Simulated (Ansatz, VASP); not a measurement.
**One calculation of SiC, two programs**

File INCAR:

```
SYSTEM = SiC
PREC = Accurate
ENCUT = 600
EDIFF = 1E-6
ISMEAR = 0
SIGMA = 0.1
LREAL = .FALSE.
LASPH = .TRUE.
NELM = 80
ALGO = Normal
ISIF = 3
LWAVE = .FALSE.
LCHARG = .FALSE.
GGA = PE
IBRION = 2
NSW = 90
EDIFFG = -0.04
```

The input KPOINTS:

```
Automatic mesh
0
G
  6 6 6
  0 0 0
```

File POSCAR:

```
SiC
1.0
    1.7996505600     -2.1604774400      0.0000000000
    1.7996505600      2.1604774400      0.0000000000
    0.0000000000      0.0000000000      3.6532837400
Si C
1 1
Direct
    0.5000000000      0.5000000000      0.0000000000
    0.0000000000      0.0000000000      0.5000000000
```

Input for Ansatz:

```yaml
crystal:
  lattice:
    - [1.79965056, -2.16047744, 0.0]
    - [1.79965056, 2.16047744, 0.0]
    - [0.0, 0.0, 3.65328374]
  atoms:
    - { symbol: Si, position: [0.5, 0.5, 0.0] }
    - { symbol: C, position: [0.0, 0.0, 0.5] }
basis:
  ecutwfc: 420
kpoints:
  mp_grid: { grid: [6, 6, 6] }
hamiltonian:
  xc: pbe
scf:
  occupations: { method: gaussian, width: 0.1 }
  lower_state_search: "off"
output:
  forces: true
  stress: true
  eigenvalues: true
relax:
  adjacent_minimum: "off"
  f_tol: 0.04
  max_steps: 70
  cell: { stress_tol: 0.4 }
```

Alike in both runs: task relaxation of cell and atoms; functional PBE; k mesh 6 × 6 × 6; occupations gaussian, width 0.1 eV; no spin polarisation.

|  | VASP | Ansatz |
| --- | --- | --- |
| version | VASP 6.6.1 | Ansatz 0.2.0 |
| potentials or method | VASP PAW PBE potentials, release 64 (Si, C), cutoff 600 eV | scalar-relativistic, plane waves, PAW |
| valence electrons in the cell | 8 | 8 |

|  | VASP | Ansatz | Ansatz less VASP |
| --- | --- | --- | --- |
| gap on the k mesh at the Fermi level, each at its own relaxed structure (eV) | none | none | - |
| relaxed volume (Å³/atom) | 11.61 | 12.01 | +0.408 |
| relaxed length of the cell vector where the two differ most in proportion (Å) | 3.403 | 3.500 | +0.0970 |

A gap of «none» marks a metal or a gap that the smearing closes.

The k mesh is coarse, so the values compare programs but aren't converged. Noted on VASP's run: the volume moved by over 15 % at a fixed basis, so the end points are rough.
